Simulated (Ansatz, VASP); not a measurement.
**Ge: VASP beside Ansatz**

```
CELL_PARAMETERS angstrom
-2.57938 2.57938 1.37911
2.57938 -2.57938 1.37911
2.57938 2.57938 -1.37911
ATOMIC_POSITIONS crystal
Ge 0.25000 0.75000 0.50000
Ge 0.50000 0.50000 0.00000
```

Alike in both runs: task single point; functional PBE; k mesh 16 × 16 × 16; occupations gaussian, width 0.1 eV; no spin polarisation.

|  | VASP | Ansatz |
| --- | --- | --- |
| version | VASP 6.6.1 | Ansatz 0.2.0 |
| potentials or method | VASP PAW PBE potentials, release 64 (Ge_d), cutoff 520 eV | scalar-relativistic, plane waves, PAW |
| valence electrons in the cell | 28 | 28 |

Ansatz gave:

- gap on the k mesh at the Fermi level (eV): none
- pressure (GPa): 3.8
- traceless stress, the component that is largest in VASP (GPa): 1.54

Question: Which values does VASP return?

Answer: gap on the k mesh at the Fermi level (eV): none; pressure (GPa): 4.1; traceless stress, the component that is largest in VASP (GPa): 1.54.

A gap of «none» marks a metal or a gap that the smearing closes.
